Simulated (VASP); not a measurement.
A run of VASP 6.6.1 is set up as follows.

File INCAR:

```
PREC     = Accurate       # precision mode
ENCUT    = 520            # plane-wave cutoff, eV
EDIFF    = 1E-6           # SCF threshold, eV
ISMEAR   = 0              # smearing method
SIGMA    = 0.02           # smearing width, eV
LREAL    = F              # projectors in reciprocal space
LASPH    = T              # aspherical terms in the spheres
NELM     = 80             # most SCF steps
ALGO     = Normal         # electronic algorithm
ISIF     = 2              # what is computed and relaxed
LWAVE    = F              # write WAVECAR
LCHARG   = F              # write CHGCAR
GGA      = PS             # functional
NBANDS   = 15             # bands
```

KPOINTS

```
Automatic mesh
0
Gamma
  6 6 6
```

The input POSCAR:

```
KCl
1.0
    0.0094367390      3.1527545340      3.1811278730
    3.1729535740      0.0243019700      3.1662626420
    3.1489987750      3.1139345040      0.0482567690
K Cl
1 1
Direct
   -0.0129384367     -0.0032049048      0.0029039004
    0.5129384367      0.5032049048      0.4970960996
```

Potentials or basis: VASP PAW PBE potentials, release 64 (K_sv, Cl).

Run with:

```bash
$ cat potpaw_PBE.64/K_sv/POTCAR potpaw_PBE.64/Cl/POTCAR > POTCAR
$ mpirun -np 1 vasp_std > vasp.out
```

Predict the pressure.

-0.2 GPa.

What does it give for the largest force?

0.152 eV/Å.

What does it give for the band gap on the k mesh?

5.01 eV, direct.

Forces on the atoms (eV/Å):
```
K    0.003  0.089  0.124
Cl  -0.003 -0.089 -0.124
```

Caveat: the cell differs from its parent crystal (atoms moved at random and the cell strained at random); the PAW data sets were made with another functional, which shifts forces and pressure a little.
